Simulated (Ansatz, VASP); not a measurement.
# One calculation of Zn, two programs

Contents of INCAR:

```
SYSTEM = Zn
PREC = Accurate
ENCUT = 520
EDIFF = 1E-7
ISMEAR = 0
SIGMA = 0.15
LREAL = .False.
LASPH = .True.
NELM = 60
ALGO = Fast
ISIF = 2
LWAVE = .False.
LCHARG = .True.
GGA = PS
LELF = .True.
LVHAR = .True.
NBANDS = 12
```

The input KPOINTS:

```
regular mesh
0
Gamma
  20 20 20
  0 0 0
```

POSCAR

```
Zn
1.0
   -1.5147737563      1.5300745013      1.5759767363
    1.5147737563     -1.5300745013      1.5759767363
    1.5147737563      1.5300745013     -1.5759767363
Zn
1
Direct
    0.0000000000      0.0000000000      0.0000000000
```

Input for Ansatz:

```yaml
crystal:
  lattice:
    - [-1.5147737563, 1.5300745013, 1.5759767363]
    - [1.5147737563, -1.5300745013, 1.5759767363]
    - [1.5147737563, 1.5300745013, -1.5759767363]
  atoms:
    - { symbol: Zn, position: [0.0, 0.0, 0.0] }
basis:
  ecutwfc: 520.0
kpoints:
  mp_grid: { grid: [20, 20, 20] }
hamiltonian:
  xc: pbesol
scf:
  occupations: { method: gaussian, width: 0.15 }
output:
  forces: true
  stress: true
  eigenvalues: true
  write_density: true
  write_potential: true
  elf: true
  volumetric_format: npy
```

Change from the starting cell: normal strain along x -0.0100, normal strain along z +0.0300.

Alike in both runs: task single point; functional PBEsol; k mesh 20 × 20 × 20; occupations gaussian, width 0.15 eV; no spin polarisation.

```csv
,VASP,Ansatz
version,VASP 6.6.1,Ansatz 0.2.0
potentials or method,"VASP PAW PBE potentials, release 64 (Zn), cutoff 520 eV","scalar-relativistic, plane waves, PAW"
valence electrons in the cell,12,12
```

Ansatz gave:

```
gap on the k mesh at the Fermi level (eV)                     : none
pressure (GPa)                                                : -1.7
traceless stress, the component that is largest in VASP (GPa) : 0.95
```

Problem. What did VASP give for the same quantities?

Solution. gap on the k mesh at the Fermi level (eV): none; pressure (GPa): -1.3; traceless stress, the component that is largest in VASP (GPa): 0.93.

VASP's potentials were made for PBE, not for PBEsol. A gap of «none» marks a metal or a gap that the smearing closes.
